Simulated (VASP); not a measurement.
Here is a VASP 6.6.1 calculation.

File INCAR:

```
SYSTEM = TbMo
ALGO     = Normal         ! electronic algorithm
EDIFF    = 1E-7           ! SCF threshold, eV
EDIFFG   = -0.01          ! ionic threshold
ENCUT    = 500            ! plane-wave cutoff, eV
GGA      = PE             ! functional
GGA_COMPAT= .FALSE.      
IBRION   = 2              ! ionic algorithm
ISIF     = 3              ! what is computed and relaxed
ISMEAR   = 0              ! smearing method
LASPH    = .TRUE.         ! aspherical terms in the spheres
LCHARG   = .FALSE.        ! write CHGCAR
LMAXMIX  = 6              ! l up to which the mixer works
LREAL    = .FALSE.        ! projectors in reciprocal space
LWAVE    = .FALSE.        ! write WAVECAR
NELM     = 200            ! most SCF steps
NELMIN   = 4            
NSW      = 100            ! ionic steps
PREC     = Accurate       ! precision mode
SIGMA    = 0.1            ! smearing width, eV
```

KPOINTS

```
k-points
0
G
  20 20 12
  0 0 0
```

Contents of POSCAR:

```
TbMo
1.0
    1.7479502700     -2.5214280700      0.0000000000
    1.7479502700      2.5214280700      0.0000000000
    0.0000000000      0.0000000000      4.8428550900
Tb Mo
1 1
Direct
    0.0000000000      0.0000000000      0.0000000000
    0.5000000000      0.5000000000      0.5000000000
```

Potentials or basis: VASP PAW PBE potentials, release 64 (Tb_3, Mo_sv), 4f in core.

The run is started by

```bash
$ cat potpaw_PBE.64/Tb_3/POTCAR potpaw_PBE.64/Mo_sv/POTCAR > POTCAR
$ mpirun -np 1 vasp_std > vasp.out
```

Predict the relaxed cell.

a = 3.027 Å, b = 3.027 Å, c = 4.838 Å, α = 90.00°, β = 90.00°, γ = 108.74°.

Estimate the space group after relaxing (to 0.1 Å).

Cmmm (No. 65).

Final structure:
```
Tb Mo
1.0
     1.76364   -2.46074    0.00000
     1.76364    2.46074    0.00000
     0.00000    0.00000    4.83801
Tb Mo
1 1
Direct
  0.00000 0.00000 0.00000
  0.50000 0.50000 0.50000
```

Caveat: spin-orbit coupling is left out, which moves the levels of the heavy elements; the 4f electrons are frozen in the core, so they carry no moment and show no levels. Spin polarisation is off, so any magnetic state and its effect on volume and gap are missing.
